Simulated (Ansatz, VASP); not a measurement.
## Two plane-wave programs on Cd3TeSe2

```
Cd Te Se
1.0
     6.29217    0.00000    0.00000
    -3.14609    5.44918    0.00000
     0.00000    0.00000    4.41943
Cd Te Se
3 1 2
Direct
  0.50000 0.50000 0.45952
  0.50000 0.00000 0.45952
  0.00000 0.50000 0.45952
  0.00000 0.00000 0.88881
  0.66667 0.33333 0.96314
  0.33333 0.66667 0.96314
```

Change from the starting cell: species swapped into the ErCo3Ge2 type (P6mm, No. 183).

Alike in both runs: task single point; functional PBE; k mesh 3 × 3 × 4; occupations gaussian, width 0.1 eV; no spin polarisation.

```csv
,VASP,Ansatz
version,VASP 6.6.1,Ansatz 0.2.0
potentials or method,"VASP PAW PBE potentials, release 64 (Cd, Te, Se), cutoff 520 eV","scalar-relativistic, plane waves, PAW"
valence electrons in the cell,54,108
```

```tsv
	VASP	Ansatz	Ansatz less VASP
gap on the k mesh at the Fermi level (eV)	none	none	-
pressure (GPa)	2.6	2.3	-0.26
traceless stress, the component that is largest in VASP (GPa)	-3.59	-3.73	-0.139
rms of the force components (eV/Å)	0.376	0.377	+0.0013
```

Atom by atom the forces differ by 0.001 eV/Å (rms over components). A gap of «none» marks a metal or a gap that the smearing closes. The functional is the same, so the differences come from potentials, cutoffs and numerics. VASP's potentials hold 54 valence electrons a cell and Ansatz's 108, so a difference there can come from the potentials and not from the codes.

The k mesh is coarse, so the values compare programs but aren't converged. Spin-orbit coupling is off throughout.
